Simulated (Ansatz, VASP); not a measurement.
# One calculation of Mn, two programs

The input INCAR:

```
PREC = Accurate
ENCUT = 520
EDIFF = 1E-6
ISMEAR = 0
SIGMA = 0.1
LREAL = F
LASPH = T
NELM = 150
ALGO = Normal
ISIF = 2
LWAVE = F
LCHARG = T
ISPIN = 2
MAGMOM = 4 4 4
LORBIT = 11
LMAXMIX = 4
GGA = PS
LELF = T
LVHAR = T
NBANDS = 30
```

KPOINTS

```
Automatic mesh
0
Gamma
  6 6 6
```

POSCAR

```
Mn
1.0
    4.4054360424      0.0000000000      0.0000000000
   -2.2027180212      3.8152195275      0.0000000000
    0.0000000000      0.0000000000      2.7007238347
Mn
3
Direct
    0.0000000000      0.0000000000      0.0000000000
    0.3333333333      0.6666666667      0.5000000000
    0.6666666667      0.3333333333      0.5000000000
```

Input for Ansatz:

```yaml
crystal:
  lattice:
    - [4.4054360424, 0.0, 0.0]
    - [-2.2027180212, 3.8152195275, 0.0]
    - [0.0, 0.0, 2.7007238347]
  atoms:
    - { symbol: Mn, position: [0.0, 0.0, 0.0], spin: 4.0 }
    - { symbol: Mn, position: [0.3333333333, 0.6666666667, 0.5], spin: 4.0 }
    - { symbol: Mn, position: [0.6666666667, 0.3333333333, 0.5], spin: 4.0 }
basis:
  ecutwfc: 420
kpoints:
  mp_grid: { grid: [6, 6, 6] }
hamiltonian:
  xc: pbesol
scf:
  occupations: { method: gaussian, width: 0.1 }
  lower_state_search: "off"
output:
  forces: true
  stress: true
  eigenvalues: true
  populations: true
magnetization:
  spin_polarized: true
```

Alike in both runs: task single point; functional PBEsol; k mesh 6 × 6 × 6; occupations gaussian, width 0.1 eV; collinear spin.

|  | VASP | Ansatz |
| --- | --- | --- |
| version | VASP 6.6.1 | Ansatz 0.2.0 |
| potentials or method | VASP PAW PBE potentials, release 64 (Mn_pv), cutoff 520 eV | scalar-relativistic, plane waves, PAW |
| valence electrons in the cell | 39 | 45 |

|  | VASP | Ansatz | Ansatz less VASP |
| --- | --- | --- | --- |
| gap on the k mesh at the Fermi level (eV) | none | none | - |
| pressure (GPa) | -17.5 | -18.2 | -0.71 |
| traceless stress, the component that is largest in VASP (GPa) | 1.83 | 1.82 | -0.012 |
| net moment per atom (μB) | 3.11 | 3.08 | -0.033 |
| size of the moment on the site where the two differ most (μB) | 2.83 | 2.75 | -0.077 |

VASP's potentials were made for PBE, not for PBEsol. Site moments also hang on the region over which each program counts them. A gap of «none» marks a metal or a gap that the smearing closes. VASP's potentials hold 39 valence electrons a cell and Ansatz's 45, so a difference there can come from the potentials and not from the codes.

The k mesh is coarse, so the values compare programs but aren't converged.
